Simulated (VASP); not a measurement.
A run of VASP 6.6.1 is set up as follows.

Contents of INCAR:

```
PREC = Accurate ; ENCUT = 520
EDIFF = 1E-6 ; ISMEAR = 0
SIGMA = 0.1 ; LREAL = F
LASPH = T ; NELM = 100
ALGO = Normal ; ISIF = 2
LWAVE = F ; LCHARG = F
GGA = PE ; NBANDS = 22
```

KPOINTS

```
Automatic mesh
0
Gamma
  16 16 16
```

POSCAR

```
As3Pb
1.0
   -2.0751117076      2.0751117076      5.3426825897
    2.0751117076     -2.0751117076      5.3426825897
    2.0751117076      2.0751117076     -5.3426825897
As Pb
3 1
Direct
    0.5000000000      0.5000000000      0.0000000000
    0.2500000000      0.7500000000      0.5000000000
    0.7500000000      0.2500000000      0.5000000000
    0.0000000000      0.0000000000      0.0000000000
```

Potentials or basis: VASP PAW PBE potentials, release 64 (As, Pb_d).

The run is started by

```sh
$ cat potpaw_PBE.64/As/POTCAR potpaw_PBE.64/Pb_d/POTCAR > POTCAR
$ mpirun -np 1 vasp_std > vasp.out
```

What does it give for the band gap on the k mesh?

Zero (an odd number of electrons rules out a gap without spin polarisation).

Estimate the pressure.

0.0 GPa.

Caveat: spin-orbit coupling is left out, which moves the levels of the heavy elements.
